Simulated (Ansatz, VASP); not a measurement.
LaHg2 in VASP and in Ansatz

```
La Hg
1.0
     4.95800    0.00000    0.00000
    -2.47900    4.29375    0.00000
     0.00000    0.00000    3.64000
La Hg
1 2
Cartesian
  0.0000 0.0000 0.0000
  0.0000 2.8625 1.8200
  2.4790 1.4313 1.8200
```

Alike in both runs: task electric field gradients; functional LDA; k mesh 8 × 8 × 9; occupations fermi-dirac, width 0.08 eV; no spin polarisation.

```csv
,VASP,Ansatz
version,VASP 6.6.1,Ansatz 0.2.0
potentials or method,"VASP PAW LDA potentials, release 64 (La, Hg)","PAW with Ansatz's default frozen-core files, scalar-relativistic"
plane-wave cutoff (eV),520,420
valence electrons in the cell,35,51
```

|  | VASP | Ansatz | Ansatz less VASP |
| --- | --- | --- | --- |
| pressure (GPa) | -2.6 | -3.0 | -0.44 |
| traceless stress, the component that is largest in VASP (GPa) | -0.87 | -0.59 | +0.279 |
| size of Vzz on the site where it differs most (V/Å²) | 314.5 | 278.8 | -35.74 |

LDA's correlation is that of Perdew and Zunger in VASP and of Perdew and Wang (1992) in Ansatz. VASP's potentials hold 35 valence electrons a cell and Ansatz's 51, so a difference there can come from the potentials and not from the codes.

Neither program's run includes spin-orbit coupling.
